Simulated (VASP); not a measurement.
Wanted: the native input for a VASP 6.6.1 run.

* Task: single point
* Functional: HSE06
* Potentials or basis: VASP PAW PBE potentials, release 64 (Ba_sv, S)
* Cutoff: 520 eV
* k mesh: 4 × 4 × 4
* Occupations: gaussian, width 0.01 eV
* Spin: no spin polarisation
* Dipole correction: no
* Grid for exact exchange (PRECFOCK): Normal
* Further INCAR settings: ALGO = Normal; EDIFF = 1e-06; NBANDS = 15
* Screening parameter: 0.2079 1/Å

BaS:

```
CELL_PARAMETERS angstrom
3.87018 0.03642 0.03642
0.03642 3.87018 0.03642
0.03642 0.03642 3.87018
ATOMIC_POSITIONS crystal
Ba 0.00000 0.00000 0.00000
S 0.50000 0.50000 0.50000
```

This cell differs from its parent crystal: strain along [111] +2.9%.

These files were run (other wordings do the same):

POSCAR

```
BaS
1.0
    3.8701789652      0.0364207035      0.0364207035
    0.0364207035      3.8701789652      0.0364207035
    0.0364207035      0.0364207035      3.8701789652
Ba S
1 1
Direct
    0.0000000000      0.0000000000      0.0000000000
    0.5000000000      0.5000000000      0.5000000000
```

INCAR.step1

```
SYSTEM = BaS
  PREC = Accurate
  ENCUT = 520
  EDIFF = 1E-5
  ISMEAR = 0
  SIGMA = 0.01
  LREAL = .False.
  LASPH = .True.
  NELM = 60
  ALGO = Normal
  ISIF = 2
  LWAVE = .True.
  GGA = PE
  NBANDS = 15
```

INCAR.step2

```
SYSTEM = BaS
  PREC = Accurate
  ENCUT = 520
  EDIFF = 1E-6
  ISMEAR = 0
  SIGMA = 0.01
  LREAL = .False.
  LASPH = .True.
  NELM = 60
  ALGO = Normal
  ISIF = 2
  LWAVE = .False.
  LCHARG = .True.
  GGA = PE
  LHFCALC = .True.
  HFSCREEN = 0.2079
  PRECFOCK = Normal
  LELF = .True.
  LVHAR = .True.
  ISTART = 1
  NBANDS = 15
```

KPOINTS

```
regular mesh
0
Gamma
  4 4 4
  0 0 0
```

Potentials or basis: VASP PAW PBE potentials, release 64 (Ba_sv, S).

The run is started by

```console
$ cat potpaw_PBE.64/Ba_sv/POTCAR potpaw_PBE.64/S/POTCAR > POTCAR
$ cp INCAR.step1 INCAR
$ mpirun -np 1 vasp_std > vasp.out
$ cp INCAR.step2 INCAR
$ mpirun -np 1 vasp_std > vasp.out
```

It gave:

| Quantity | Value |
| --- | --- |
| Pressure | -0.8 GPa |
| Band gap on the k mesh | 2.38 eV, indirect (least direct gap 2.52 eV) |

Caveat: the cell differs from its parent crystal (strain along [111] +2.9%); the PAW data sets were made with another functional, which shifts forces and pressure a little; spin-orbit coupling is left out, which moves the levels of the heavy elements.

Run time: 15 min on 1 thread of Oxide Virtual Turin-like Processor, on a shared host, peak memory 0.25 GiB.
